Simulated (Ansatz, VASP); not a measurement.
One calculation of Si, two programs

```
Si
1.0
     2.56606    0.00000    0.00000
    -1.28303    2.22227    0.00000
     0.00000    0.00000    4.31775
Si
2
Direct
  0.33333 0.66667 0.25000
  0.66667 0.33333 0.75000
```

Alike in both runs: task single point; functional PBEsol; k mesh 15 × 15 × 8; occupations fermi-dirac, width 0.1 eV; no spin polarisation.

|  | VASP | Ansatz |
| --- | --- | --- |
| version | VASP 6.6.1 | Ansatz 0.2.0 |
| potentials or method | VASP PAW PBE potentials, release 64 (Si), cutoff 520 eV | plane waves (420 eV) with PAW, scalar-relativistic |
| valence electrons in the cell | 8 | 8 |

```csv
,VASP,Ansatz,Ansatz less VASP
pressure (GPa),16.1,15.9,-0.22
"traceless stress, the component that is largest in VASP (GPa)",0.86,0.85,-0.007
```

VASP's potentials were made for PBE, not for PBEsol, and Ansatz warns of the same on its side. The functional is the same, so the differences come from potentials, cutoffs and numerics.
